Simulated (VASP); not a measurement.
Set up this calculation in VASP 6.6.1, as the native input.

| Quantity | Value |
| --- | --- |
| Task | single point |
| Functional | r2SCAN |
| Potentials or basis | VASP PAW PBE potentials, release 64 (Sc_sv, Al) |
| Cutoff | 520 eV |
| k mesh | 12 × 12 × 6 |
| Occupations | gaussian, width 0.1 eV |
| Spin | no spin polarisation |
| Dipole correction | no |
| Further INCAR settings | ALGO = Normal; EDIFF = 1e-06; NBANDS = 34 |

Sc2Al:

```
Sc Al
1.0
     4.97834    0.00000    0.00000
    -2.48917    4.31137    0.00000
     0.00000    0.00000    6.29824
Sc Al
4 2
Direct
  0.00000 0.00000 0.00000
  0.00000 0.00000 0.50000
  0.33333 0.66667 0.75000
  0.66667 0.33333 0.25000
  0.33333 0.66667 0.25000
  0.66667 0.33333 0.75000
```

The input as run:

POSCAR

```
Sc2Al
1.0
    4.9783399079      0.0000000000      0.0000000000
   -2.4891699539      4.3113688289      0.0000000000
    0.0000000000      0.0000000000      6.2982401845
Sc Al
4 2
Direct
    0.0000000000      0.0000000000      0.0000000000
    0.0000000000      0.0000000000      0.5000000000
    0.3333333333      0.6666666667      0.7500000000
    0.6666666667      0.3333333333      0.2500000000
    0.3333333333      0.6666666667      0.2500000000
    0.6666666667      0.3333333333      0.7500000000
```

INCAR.step1

```
  PREC = Accurate
  ENCUT = 520
  ISMEAR = 0
  SIGMA = 0.1
  LREAL = F
  LASPH = T
  NELM = 100
  NBANDS = 34
  GGA = PE
  ALGO = Normal
  EDIFF = 1E-4
  LWAVE = T
  LCHARG = F
```

INCAR.step2

```
  PREC = Accurate
  ENCUT = 520
  EDIFF = 1E-6
  ISMEAR = 0
  SIGMA = 0.1
  LREAL = F
  LASPH = T
  NELM = 100
  ALGO = Normal
  ISIF = 2
  LWAVE = F
  LCHARG = F
  METAGGA = R2SCAN
  LMIXTAU = T
  NBANDS = 34
  ISTART = 1
```

KPOINTS

```
Automatic mesh
0
Gamma
  12 12 6
```

Potentials or basis: VASP PAW PBE potentials, release 64 (Sc_sv, Al).

Command:

```console
$ cat potpaw_PBE.64/Sc_sv/POTCAR potpaw_PBE.64/Al/POTCAR > POTCAR
$ cp INCAR.step1 INCAR
$ mpirun -np 1 vasp_std > vasp.out
$ cp INCAR.step2 INCAR
$ mpirun -np 1 vasp_std > vasp.out
```

It gave:

```
Pressure               : -3.7 GPa
Band gap on the k mesh : zero (bands 25 and 26 overlap by 0.66 eV)
```

Caveat: the cell stands under tension; the PAW data sets were made with another functional, which shifts forces and pressure a little.

It took 19 min on 1 thread of Intel Xeon 8259CL, on a shared host, peak memory 0.48 GiB.
